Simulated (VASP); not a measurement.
# Au (I4/mmm) in VASP: a series of runs

Runs on Au. Level: r2SCAN. Tasks: single point.

Program: VASP 6.6.1. These are calculated values, not measurements. Logs are shortened: lines on timing, memory, paths and dates and some standing lists are left out, and cuts for length are marked.

**1. The cell of the first run**

It takes space group I4/mmm (No. 139, tetragonal). The conventional cell has a = 3.232 Å, b = 3.232 Å, c = 3.480 Å, α = 90.00°, β = 90.00°, γ = 90.00°. Au (site symmetry 4/mmm) has 14 Au at 2.87 to 3.48 Å within 3.8 Å.

**2. Single point, r2SCAN (strain -0.025 along x and y, +0.050 along z)**

The input, POSCAR:

```
Au
1.0
   -1.6158372750      1.6158372750      1.7401324500
    1.6158372750     -1.6158372750      1.7401324500
    1.6158372750      1.6158372750     -1.7401324500
Au
1
Direct
    0.0000000000      0.0000000000      0.0000000000
```

The input, INCAR.step1:

```
ALGO = Normal ; EDIFF = 1E-4
ENCUT = 520 ; GGA = PE
ISMEAR = 0 ; LASPH = True
LCHARG = False ; LREAL = False
LWAVE = True ; NBANDS = 12
NELM = 100 ; PREC = Accurate
SIGMA = 0.15
```

The input, INCAR.step2:

```
ALGO = Normal ; EDIFF = 1E-6
ENCUT = 520 ; ISIF = 2
ISMEAR = 0 ; ISTART = 1
LASPH = True ; LCHARG = False
LMIXTAU = True ; LREAL = False
LWAVE = False ; METAGGA = R2SCAN
NBANDS = 12 ; NELM = 100
PREC = Accurate ; SIGMA = 0.15
```

The input, KPOINTS:

```
k-points
0
Gamma
  20 20 20
```

Potentials or basis: VASP PAW PBE potentials, release 64 (Au).

The run is started by

```console
$ cat potpaw_PBE.64/Au/POTCAR > POTCAR
$ cp INCAR.step1 INCAR
$ mpirun -np 1 vasp_std > vasp.out
$ cp INCAR.step2 INCAR
$ mpirun -np 1 vasp_std > vasp.out
```

OUTCAR:

```text
EDIFF = 1E-6
   ENCUT = 520
   ISIF = 2
   ISMEAR = 0
   ISTART = 1
   LASPH = True
   LREAL = False
   METAGGA = R2SCAN
   NELM = 100
   PREC = Accurate

 ion  position               nearest neighbor table
   1  0.000  0.000  0.000-

  LATTYP: Found a body centered tetragonal cell.
 ALAT       =     3.2316745500
 C/A-ratio  =     1.0769230769

  Lattice vectors:

 A1 = (  -1.6158372750,   1.6158372750,   1.7401324500)
 A2 = (   1.6158372750,  -1.6158372750,   1.7401324500)
 A3 = (   1.6158372750,   1.6158372750,  -1.7401324500)

Analysis of symmetry for initial positions (statically):
=====================================================================
 Subroutine PRICEL returns:
 Original cell was already a primitive cell.

 Routine SETGRP: Setting up the symmetry group for a
 body centered tetragonal supercell.

 Subroutine GETGRP returns: Found 16 space group operations
 (whereof 16 operations were pure point group operations)
 out of a pool of 16 trial point group operations.

The static configuration has the point symmetry D_4h.

Analysis of symmetry for dynamics (positions and initial velocities):
=====================================================================
 Subroutine PRICEL returns:
 Original cell was already a primitive cell.

 Routine SETGRP: Setting up the symmetry group for a
 body centered tetragonal supercell.

 Subroutine GETGRP returns: Found 16 space group operations
 (whereof 16 operations were pure point group operations)
 out of a pool of 16 trial point group operations.

The dynamic configuration has the point symmetry D_4h.

 Subroutine INISYM returns: Found 16 space group operations
 (whereof 16 operations are pure point group operations),
 and found     1 'primitive' translations

----------------------------------------------------------------------------------------

                                     Primitive cell

  volume of cell :      18.1735

  direct lattice vectors                    reciprocal lattice vectors
    -1.615837275  1.615837275  1.740132450     0.000000000  0.309437100  0.287334450
     1.615837275 -1.615837275  1.740132450     0.309437100  0.000000000  0.287334450
     1.615837275  1.615837275 -1.740132450     0.309437100  0.309437100  0.000000000

  length of vectors
     2.872267596  2.872267596  2.872267596     0.422270535  0.422270535  0.437610143

  position of ions in fractional coordinates (direct lattice)
     0.000000000  0.000000000  0.000000000

  ion indices of the primitive-cell ions
   primitive index   ion index
                 1           1

----------------------------------------------------------------------------------------

 KPOINTS: k-points

Automatic generation of k-mesh.
 Grid dimensions read from file:
 generate k-points for:   20   20   20

 Generating k-lattice:

  Cartesian coordinates                     Fractional coordinates (reciprocal lattice)
     0.000000000  0.015471855  0.014366722     0.050000000 -0.000000000  0.000000000
     0.015471855  0.000000000  0.014366722    -0.000000000  0.050000000  0.000000000
     0.015471855  0.015471855  0.000000000     0.000000000  0.000000000  0.050000000

  Length of vectors
     0.021113527  0.021113527  0.021880507

  Shift w.r.t. Gamma in fractional coordinates (k-lattice)
     0.000000000  0.000000000  0.000000000

 Subroutine IBZKPT returns following result:
 ===========================================

 Found    641 irreducible k-points:

 Following reciprocal coordinates:
            Coordinates               Weight
  0.000000  0.000000  0.000000      1.000000
  0.050000 -0.000000  0.000000      8.000000
  0.100000  0.000000 -0.000000      8.000000
  0.150000  0.000000 -0.000000      8.000000
  0.200000  0.000000 -0.000000      8.000000
  0.250000 -0.000000  0.000000      8.000000
[... 16 lines left out ...]
 -0.400000  0.050000 -0.000000     16.000000
 -0.350000  0.050000  0.000000     16.000000
 [... further k-points ...]
   k-points           NKPTS =    641   k-points in BZ     NKDIM =    641   number of bands    NBANDS=     12
   number of dos      NEDOS =    301   number of ions     NIONS =      1
   total plane-waves  NPLWV =  13824
   dimension x,y,z NGX =    24 NGY =   24 NGZ =   24
   dimension x,y,z NGXF=    48 NGYF=   48 NGZF=   48
   ions per type =               1
   NGX,Y,Z   is equivalent  to a cutoff of  13.89, 13.89, 13.89 a.u.
   NGXF,Y,Z  is equivalent  to a cutoff of  27.78, 27.78, 27.78 a.u.
 SYSTEM =  unknown system
   PREC   = accura    normal or accurate (medium, high low for compatibility)
   ISTART =      1    job   : 0-new  1-cont  2-samecut
   ICHARG =      0    charge: 1-file 2-atom 10-const
   ISPIN  =      1    spin polarized calculation?
   LNONCOLLINEAR =      F non collinear calculations
   LSORBIT =      F    spin-orbit coupling
   LASPH  =      T    aspherical Exc in radial PAW
   ENCUT  =  520.0 eV  38.22 Ry    6.18 a.u.   5.34  5.34  5.34*2*pi/ulx,y,z
   NELM   =    100;   NELMIN=  2; NELMDL=  0     # of ELM steps
   EDIFF  = 0.1E-05   stopping-criterion for ELM
   LREAL  =      F    real-space projection
   EDIFFG = 0.1E-04   stopping-criterion for IOM
   NSW    =      0    number of steps for IOM
   IBRION =     -1    ionic relax: 0-MD 1-quasi-New 2-CG
   NFREE  =      0    steps in history (QN), initial steepest desc. (CG)
   ISIF   =      2    stress and relaxation
   ISYM   =      2    0-nonsym 1-usesym 2-fastsym
   POTIM  = 0.5000    time-step for ionic-motion
   TEBEG  =    0.0;   TEEND  =   0.0 temperature during run
   PSTRESS=    0.0 pullay stress
   NELECT =      11.0000    total number of electrons
   NUPDOWN=      -1.0000    fix difference up-down
   EMIN   =  10.00;   EMAX   =-10.00  energy-range for DOS
   EFERMI =   0.00;   METHOD = LEGACY
   ISMEAR =     0;   SIGMA  =   0.15  broadening in eV -4-tet -1-fermi 0-gaus
   EFERMI_NEDOS =   21; number of points for ismear=-14 and -15
   IALGO  =     38    algorithm
   IMIX   =      4    mixing-type and parameters
     AMIX     =   0.40;   BMIX     =  1.00
     AMIX_MAG =   1.60;   BMIX_MAG =  1.00
  volume/ion in A,a.u.               =      18.17       122.64
  Fermi-wavevector in a.u.,A,eV,Ry     =   1.384820  2.616930 26.092238  1.917725
  Thomas-Fermi vector in A             =   2.509288
   LORBIT       =      0    0 simple, 1 ext, 2 COOP (PROOUT), +10 PAW based schemes
   METAGGA = R2SCAN    functional components
   LHFCALC =     F    Hartree Fock is set to
   AEXX    =    0.0000 exact exchange contribution
   IVDW    =     0    specifies the selected vdW correction
   LEPSILON=     F    determine dielectric tensor
   LRPA    =     F    only Hartree local field effects (RPA)
 non-spin polarized calculation
 Gauss-broadening in eV      SIGMA  =   0.15
  energy-cutoff  :      520.00
  volume of cell :       18.17
 maximum number of plane-waves:       504
 NGX is ok and might be reduce to    24
   NGX = 11   NGY = 11   NGZ = 11

 number of electron      11.0000000 magnetization

 Free energy of the ion-electron system (eV)
  ---------------------------------------------------
  ext. energy  EPLUGINS =         0.00000000
  ---------------------------------------------------
  free energy    TOTEN  =       -50.57017512 eV

  energy without entropy =      -50.56609266  energy(sigma->0) =      -50.56813389

 E-fermi :   8.3803     XC(G=0): -13.1717

 val. band max:        8.3756313619   @ k =   0.3500   0.1000   0.0500
 cond. band min:       8.3836395597   @ k =  -0.1000   0.4500   0.1000
 fundamental gap:      0.0080081978
 Fermi energy:         8.3803116738

 k-point     1 :       0.0000    0.0000    0.0000
  band No.  band energies     occupation
      1      -1.0919      2.00000
      2       3.3972      2.00000
      3       3.3972      2.00000
      4       3.8149      2.00000
      5       5.0114      2.00000
      6       5.4792      2.00000
      7      24.9145      0.00000
      8      26.0984      0.00000
      9      26.0984      0.00000
     10      30.9250      0.00000
     11      33.2565      0.00000
     12      33.2566      0.00000

 k-point     2 :       0.0500   -0.0000    0.0000
  band No.  band energies     occupation
      1      -1.0032      2.00000
      2       3.4029      2.00000
      3       3.4159      2.00000
      4       3.8307      2.00000
      5       4.9932      2.00000
      6       5.4643      2.00000
      7      24.9514      0.00000
      8      26.0266      0.00000
      9      26.2021      0.00000
     10      30.2044      0.00000
     11      32.0279      0.00000
     12      32.8636      0.00000

 k-point     3 :       0.1000    0.0000   -0.0000
  band No.  band energies     occupation
      1      -0.7428      2.00000
      2       3.4186      2.00000
      3       3.4268      2.00000
      4       3.9241      2.00000
      5       4.9438      2.00000
      6       5.4287      2.00000
      7      24.9206      0.00000
      8      25.6816      0.00000
      9      26.5043      0.00000
     10      29.2271      0.00000
     11      30.5492      0.00000
     12      31.8503      0.00000
[... 286 lines left out ...]
 k-point    23 :      -0.4000    0.0500   -0.0000
  band No.  band energies     occupation
      1       1.3989      2.00000
      2       2.8231      2.00000
      3       4.7042      2.00000
      4       5.2703      2.00000
      5       5.5929      2.00000
      6       6.4367      2.00000
      7      14.8470      0.00000
      8      22.3143      0.00000
      9      23.8514      0.00000
     10      29.8599      0.00000
     11      30.7247      0.00000
     12      31.4213      0.00000

 k-point    24 :      -0.3500    0.0500    0.0000
  band No.  band energies     occupation
      1       1.3032      2.00000
      2       2.9304      2.00000
      3       4.3214      2.00000
      4       4.8678      2.00000
      5       5.4821      2.00000
      6       5.8248      2.00000
      7      16.8816      0.00000
      8      22.9005      0.00000
      9      24.8485      0.00000
     10      29.2909      0.00000
     11      30.3680      0.00000
     12      31.1309      0.00000

 [... further k-points ...]

------------------------ aborting loop because EDIFF is reached ----------------------------------------

  FORCE on cell =-STRESS in cart. coord.  units (eV):
  Direction    XX          YY          ZZ          XY          YZ          ZX
  --------------------------------------------------------------------------------------
  -------------------------------------------------------------------------------------
  Total       -0.4991777     -0.4991777     -0.4457450      0.0000000      0.0000000      0.0000000
  in kB      -44.0076541    -44.0076541    -39.2970139      0.0000000      0.0000000      0.0000000
  external PRESSURE =     -42.4374407 kB  Pullay stress =       0.0000000 kB

 VOLUME and BASIS-vectors are now :
 -----------------------------------------------------------------------------
  energy-cutoff  :      520.00
  volume of cell :       18.17
      direct lattice vectors                 reciprocal lattice vectors
    -1.615837275  1.615837275  1.740132450     0.000000000  0.309437100  0.287334450
     1.615837275 -1.615837275  1.740132450     0.309437100  0.000000000  0.287334450
     1.615837275  1.615837275 -1.740132450     0.309437100  0.309437100  0.000000000

 POSITION                                       TOTAL-FORCE (eV/Angst)
 -----------------------------------------------------------------------------------
      0.00000      0.00000      0.00000         0.000000      0.000000     -0.000000
 -----------------------------------------------------------------------------------
    total drift:                               -0.000000      0.000000      0.000000

  FREE ENERGIE OF THE ION-ELECTRON SYSTEM (eV)
  ---------------------------------------------------
  free  energy   TOTEN  =       -50.5701751204 eV

  energy  without entropy=      -50.5660926584  energy(sigma->0) =      -50.56813389
```

Wall time 7.8 min (1 thread of Intel Xeon 8259CL, shared host); peak memory 0.26 GiB.

Results:

```yaml
Free_energy: -50.5702 eV
Pressure: -4.2 GPa
Band_gap_on_the_k_mesh: zero (an odd number of electrons rules out a gap without spin polarisation)
```

Stress tensor (GPa, compression positive):
```
-4.40  0.00  0.00
 0.00 -4.40  0.00
 0.00  0.00 -3.93
```

Caveat: the cell differs from its parent crystal (strain -0.025 along x and y, +0.050 along z); the cell stands under tension; the PAW data sets were made with another functional, which shifts forces and pressure a little; spin-orbit coupling is left out, which moves the levels of the heavy elements.

**3. Single point, r2SCAN (strain +0.025 along x and y, -0.050 along z)**

The input, POSCAR:

```
Au
1.0
   -1.6987007250      1.6987007250      1.5744055500
    1.6987007250     -1.6987007250      1.5744055500
    1.6987007250      1.6987007250     -1.5744055500
Au
1
Direct
    0.0000000000      0.0000000000      0.0000000000
```

The input, INCAR.step1:

```
PREC = Accurate
ENCUT = 520
ISMEAR = 0
SIGMA = 0.15
LREAL = F
LASPH = T
NELM = 60
NBANDS = 12
GGA = PE
ALGO = Normal
EDIFF = 1E-4
LWAVE = T
LCHARG = F
```

The input, INCAR.step2:

```
PREC = Accurate
ENCUT = 520
EDIFF = 1E-7
ISMEAR = 0
SIGMA = 0.15
LREAL = F
LASPH = T
NELM = 60
ALGO = Normal
ISIF = 2
LWAVE = F
LCHARG = F
METAGGA = R2SCAN
LMIXTAU = T
NBANDS = 12
ISTART = 1
```

The input, KPOINTS:

```
regular mesh
0
Gamma
  20 20 20
```

Potentials or basis: VASP PAW PBE potentials, release 64 (Au).

The run is started by

```console
$ cat potpaw_PBE.64/Au/POTCAR > POTCAR
$ cp INCAR.step1 INCAR
$ mpirun -np 1 vasp_std > vasp.out
$ cp INCAR.step2 INCAR
$ mpirun -np 1 vasp_std > vasp.out
```

OUTCAR:

```text
PREC = Accurate
   ENCUT = 520
   EDIFF = 1E-7
   ISMEAR = 0
   LREAL = F
   LASPH = T
   NELM = 60
   ISIF = 2
   METAGGA = R2SCAN
   ISTART = 1

 ion  position               nearest neighbor table
   1  0.000  0.000  0.000-

  LATTYP: Found a body centered tetragonal cell.
 ALAT       =     3.3974014500
 C/A-ratio  =     0.9268292683

  Lattice vectors:

 A1 = (  -1.6987007250,   1.6987007250,   1.5744055500)
[... 538 lines left out ...]
      9      23.7735      0.00000
     10      28.6601      0.00000
     11      29.4217      0.00000
     12      33.0495      0.00000

 [... further k-points ...]

------------------------ aborting loop because EDIFF is reached ----------------------------------------

  FORCE on cell =-STRESS in cart. coord.  units (eV):
  Direction    XX          YY          ZZ          XY          YZ          ZX
  --------------------------------------------------------------------------------------
  -------------------------------------------------------------------------------------
  Total       -0.4384055     -0.4384055     -0.5426062      0.0000000      0.0000000      0.0000000
  in kB      -38.6523813    -38.6523813    -47.8393159      0.0000000      0.0000000      0.0000000
  external PRESSURE =     -41.7146928 kB  Pullay stress =       0.0000000 kB

 VOLUME and BASIS-vectors are now :
 -----------------------------------------------------------------------------
  energy-cutoff  :      520.00
  volume of cell :       18.17
      direct lattice vectors                 reciprocal lattice vectors
    -1.698700725  1.698700725  1.574405550     0.000000000  0.294342607  0.317580181
     1.698700725 -1.698700725  1.574405550     0.294342607  0.000000000  0.317580181
     1.698700725  1.698700725 -1.574405550     0.294342607  0.294342607  0.000000000

 POSITION                                       TOTAL-FORCE (eV/Angst)
 -----------------------------------------------------------------------------------
      0.00000      0.00000      0.00000         0.000000     -0.000000      0.000000
 -----------------------------------------------------------------------------------
    total drift:                               -0.000000      0.000000      0.000000

  FREE ENERGIE OF THE ION-ELECTRON SYSTEM (eV)
  ---------------------------------------------------
  free  energy   TOTEN  =       -50.5710318935 eV

  energy  without entropy=      -50.5670972347  energy(sigma->0) =      -50.56906456
```

OUTCAR.step1:

```text
PREC = Accurate
   ENCUT = 520
   ISMEAR = 0
   LREAL = F
   LASPH = T
[... 577 lines left out ...]

 POSITION                                       TOTAL-FORCE (eV/Angst)
 -----------------------------------------------------------------------------------
      0.00000      0.00000      0.00000         0.000000      0.000000      0.000000
 -----------------------------------------------------------------------------------
    total drift:                                0.000000      0.000000      0.000000

  FREE ENERGIE OF THE ION-ELECTRON SYSTEM (eV)
  ---------------------------------------------------
  free  energy   TOTEN  =        -3.2032292997 eV

  energy  without entropy=       -3.1996233182  energy(sigma->0) =       -3.20142631
```

OSZICAR.step1:

```text
N       E                     dE             d eps       ncg     rms          rms(c)
DAV:   1     0.485273794283E+02    0.48527E+02   -0.55386E+03 16120   0.810E+02
DAV:   2    -0.278573601739E+01   -0.51313E+02   -0.48212E+02 18240   0.183E+02
DAV:   3    -0.347385916441E+01   -0.68812E+00   -0.68728E+00 18280   0.204E+01
DAV:   4    -0.347626753233E+01   -0.24084E-02   -0.24082E-02 17576   0.139E+00
DAV:   5    -0.347628623274E+01   -0.18700E-04   -0.18700E-04 18108   0.118E-01    0.750E+00
DAV:   6    -0.322014857395E+01    0.25614E+00   -0.75123E-01 16556   0.681E+00    0.496E+00
DAV:   7    -0.320512822338E+01    0.15020E-01   -0.50860E-02 17872   0.180E+00    0.260E+00
DAV:   8    -0.320324539567E+01    0.18828E-02   -0.11397E-03 16800   0.284E-01    0.242E-01
DAV:   9    -0.320322929974E+01    0.16096E-04   -0.82693E-06  9752   0.256E-02
   1 F= -.32032293E+01 E0= -.32014263E+01  d E =-.360598E-02
```

It took 9 min on 1 thread of Intel Xeon 8259CL, shared host; peak memory 0.26 GiB.

What came out:

```yaml
Free_energy: -50.5710 eV
Pressure: -4.2 GPa
Band_gap_on_the_k_mesh: zero (an odd number of electrons rules out a gap without spin polarisation)
```

Stress tensor (GPa, compression positive):
```
-3.87  0.00  0.00
 0.00 -3.87  0.00
 0.00  0.00 -4.78
```

Levels at points of the mesh, in eV from the Fermi level:
```tsv
k point	band 3	band 4	band 5	band 6	band 7	band 8	band 9	band 10
(0.00, 0.00, 0.00)	-4.69	-4.69	-3.43	-2.87	16.81	16.81	18.31	23.31
(0.50, 0.00, 0.00)	-3.24	-2.65	-1.66	-0.11	3.47	12.60	13.40	21.01
(0.50, 0.50, 0.00)	-3.64	-3.10	-1.74	-0.54	2.82	13.76	15.19	22.41
(0.50, 0.50, 0.50)	-2.06	-2.06	-1.90	5.77	5.77	8.05	9.05	15.20
```

Caveat: the cell differs from its parent crystal (strain +0.025 along x and y, -0.050 along z); the cell stands under tension; the PAW data sets were made with another functional, which shifts forces and pressure a little; spin-orbit coupling is left out, which moves the levels of the heavy elements.

The gap in the log of VASP goes by the Fermi energy; the results here count the filled bands.